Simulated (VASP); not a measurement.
Input of a VASP 6.6.1 run:

Contents of POSCAR:

```
BaHfO3
1.0
    4.1650569244      0.0000000000      0.0000000000
    0.0000000000      4.1650569244      0.0000000000
    0.0000000000      0.0000000000      4.1650569244
Ba Hf O
1 1 3
Direct
    0.0000000000      0.0000000000      0.0000000000
    0.5000000000      0.5000000000      0.5000000000
    0.5000000000      0.5000000000      0.0000000000
    0.0000000000      0.5000000000      0.5000000000
    0.5000000000      0.0000000000      0.5000000000
```

The input INCAR.step1:

```
SYSTEM = BaHfO3
  PREC = Accurate
  ENCUT = 660
  ISMEAR = 0
  SIGMA = 0.02
  LREAL = .False.
  LASPH = .True.
  NELM = 120
  NBANDS = 27
  GGA = PE
  ALGO = Normal
  EDIFF = 1E-5
  LWAVE = .True.
  LCHARG = .False.
  GGA_COMPAT = .False.
```

Contents of INCAR.step2:

```
SYSTEM = BaHfO3
  PREC = Accurate
  ENCUT = 660
  EDIFF = 1E-6
  ISMEAR = 0
  SIGMA = 0.02
  LREAL = .False.
  LASPH = .True.
  NELM = 120
  ALGO = Normal
  ISIF = 2
  LWAVE = .False.
  LCHARG = .True.
  METAGGA = R2SCAN
  LMIXTAU = .True.
  LUSE_VDW = .True.
  IVDW_NL = 2
  BPARAM = 11.95
  CPARAM = 0.0093
  LELF = .True.
  LVHAR = .True.
  NBANDS = 27
  ISTART = 1
  GGA_COMPAT = .False.
```

Contents of KPOINTS:

```
regular mesh
0
Gamma
  6 6 6
  0 0 0
```

Potentials or basis: VASP PAW PBE potentials, release 64 (Ba_sv, Hf_pv, O).

Run with:

```sh
$ cat potpaw_PBE.64/Ba_sv/POTCAR potpaw_PBE.64/Hf_pv/POTCAR potpaw_PBE.64/O/POTCAR > POTCAR
$ cp INCAR.step1 INCAR
$ mpirun -np 1 vasp_std > vasp.out
$ cp INCAR.step2 INCAR
$ mpirun -np 1 vasp_std > vasp.out
```

Question: What does it give for the band gap on the k mesh?

Answer: 4.12 eV (least direct gap 4.35 eV).

Question: What does it give for the pressure?

Answer: -0.6 GPa.

Caveat: the PAW data sets were made with another functional, which shifts forces and pressure a little; spin-orbit coupling is left out, which moves the levels of the heavy elements. A k mesh can miss the band edges.
